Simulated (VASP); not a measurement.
## Cu: single point with LDA

Cu:

```
CELL_PARAMETERS angstrom
2.49656 0.00000 0.00000
-1.24828 2.16208 0.00000
0.00000 0.00000 8.15016
ATOMIC_POSITIONS crystal
Cu 0.66667 0.33333 0.75000
Cu 0.00000 0.00000 0.50000
Cu 0.33333 0.66667 0.25000
Cu 0.00000 0.00000 0.00000
```

This isn't the form of Cu at room conditions, which is fcc.

- Program: VASP 6.6.1
- Task: single point
- Functional: LDA
- Potentials or basis: VASP PAW LDA potentials, release 64 (Cu_sv_GW)
- Cutoff: 820 eV
- k mesh: 12 × 12 × 4
- Occupations: fermi-dirac, width 0.05 eV
- Spin: no spin polarisation

```
Pressure               : -2.9 GPa
Band gap on the k mesh : zero (bands 38 and 39 overlap by 5.37 eV)
```

Stress tensor (GPa, compression positive):
```
-2.73  0.00  0.00
 0.00 -2.73  0.00
 0.00  0.00 -3.23
```

Levels at points of the mesh, in eV from the Fermi level:
| k point | band 36 | band 37 | band 38 | band 39 | band 40 | band 41 |
| --- | --- | --- | --- | --- | --- | --- |
| (0.00, 0.00, 0.00) | -1.98 | -1.98 | -1.65 | -1.65 | -1.16 | 4.18 |
| (0.50, 0.00, 0.00) | -1.48 | -0.70 | 0.35 | 1.09 | 1.67 | 4.99 |
| (0.00, 0.00, 0.50) | -2.30 | -1.79 | -1.79 | -1.79 | -1.79 | 7.37 |
| (0.50, 0.00, 0.50) | -1.51 | 0.08 | 0.08 | 1.45 | 1.45 | 5.47 |

Run time: 4.3 min on 1 thread of Intel(R) Xeon(R) Platinum 8259CL CPU @ 2.50GHz (Skylake/Cascade Lake), on a shared host, peak memory 0.3 GiB.
